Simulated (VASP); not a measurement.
Input of a VASP 6.6.1 run:

File POSCAR:

```
BN
1.0
    2.5539396017      0.0000000000      0.0000000000
   -1.2769698009      2.2117765748      0.0000000000
    0.0000000000      0.0000000000      4.2268550000
B N
2 2
Direct
    0.5492010853      0.3333333333      1.0706987555
    0.3333333333      0.6666666667      0.4997240000
    0.6666666667      0.3333333333      0.6252760000
    0.3333333333      0.6666666667      0.1252760000
```

The input INCAR.step1:

```
  PREC = Accurate
  ENCUT = 660
  ISMEAR = 0
  SIGMA = 0.05
  LREAL = F
  LASPH = T
  NELM = 120
  NBANDS = 16
  GGA = PE
  ALGO = Normal
  EDIFF = 1E-5
  LWAVE = T
  LCHARG = F
  GGA_COMPAT = F
```

INCAR.step2

```
  PREC = Accurate
  ENCUT = 660
  EDIFF = 1E-6
  ISMEAR = 0
  SIGMA = 0.05
  LREAL = F
  LASPH = T
  NELM = 120
  ALGO = Normal
  ISIF = 2
  LWAVE = F
  LCHARG = T
  METAGGA = R2SCAN
  LMIXTAU = T
  LELF = T
  LVHAR = T
  NBANDS = 16
  ISTART = 1
  GGA_COMPAT = F
```

The input KPOINTS:

```
Automatic mesh
0
Gamma
  12 12 6
```

Potentials or basis: VASP PAW PBE potentials, release 64 (B, N).

Launch:

```sh
$ cat potpaw_PBE.64/B/POTCAR potpaw_PBE.64/N/POTCAR > POTCAR
$ cp INCAR.step1 INCAR
$ mpirun -np 1 vasp_std > vasp.out
$ cp INCAR.step2 INCAR
$ mpirun -np 1 vasp_std > vasp.out
```

Question: Predict the pressure.

Answer: 28.6 GPa.

Question: Estimate the largest force.

Answer: 14.674 eV/Å.

Question: Predict the band gap on the k mesh.

Answer: 3.84 eV (least direct gap 5.68 eV).

Stress tensor (GPa, compression positive):
```
 42.54 -27.81  -5.39
-27.81  23.58   6.98
 -5.39   6.98  19.55
```

Caveat: the cell differs from its parent crystal (atom 1 (B) moved by (-0.300, +0.300) A along x and z); the stress differs along the axes, from 20 to 43 GPa; the PAW data sets were made with another functional, which shifts forces and pressure a little. A k mesh can miss the band edges.
